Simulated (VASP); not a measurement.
Set up this calculation in VASP 6.6.1, as the native input.

- Task: single point
- Functional: PBE
- Potentials or basis: VASP PAW PBE potentials, release 64 (Se)
- Cutoff: 520 eV
- k mesh: 12 × 12 × 12
- Occupations: fermi-dirac, width 0.05 eV
- Spin: no spin polarisation
- Dipole correction: no
- Further INCAR settings: ALGO = Normal; EDIFF = 1e-06; NBANDS = 13

The structure of Se lies in POSCAR:

```
Se
1.0
    1.9376029308     -1.1186755737      3.1629334957
    0.0000000000      2.2373511474      3.1629334957
   -1.9376029308     -1.1186755737      3.1629334957
Se
2
Direct
    0.2499991808      0.2499991808      0.2499991808
   -0.2499991808     -0.2499991808     -0.2499991808
```

This isn't the form of Se at room conditions, which is trigonal, of chains.

These files were run (other wordings do the same):

INCAR

```
SYSTEM = Se
PREC = Accurate
ENCUT = 520
EDIFF = 1E-6
ISMEAR = -1
SIGMA = 0.05
LREAL = .FALSE.
LASPH = .TRUE.
NELM = 80
ALGO = Normal
ISIF = 2
LWAVE = .FALSE.
LCHARG = .FALSE.
GGA = PE
NBANDS = 13
```

KPOINTS

```
regular mesh
0
G
  12 12 12
  0 0 0
```

Potentials or basis: VASP PAW PBE potentials, release 64 (Se).

Command:

```console
$ cat potpaw_PBE.64/Se/POTCAR > POTCAR
$ mpirun -np 1 vasp_std > vasp.out
```

It gave:

| Item | Value |
| --- | --- |
| Pressure | 8.7 GPa |
| Band gap on the k mesh | zero (bands 6 and 7 overlap by 4.65 eV) |

Caveat: the cell stands under pressure.

Run time: 68 s on 1 thread of Intel Xeon 8259CL, on a shared host, peak memory 0.23 GiB.
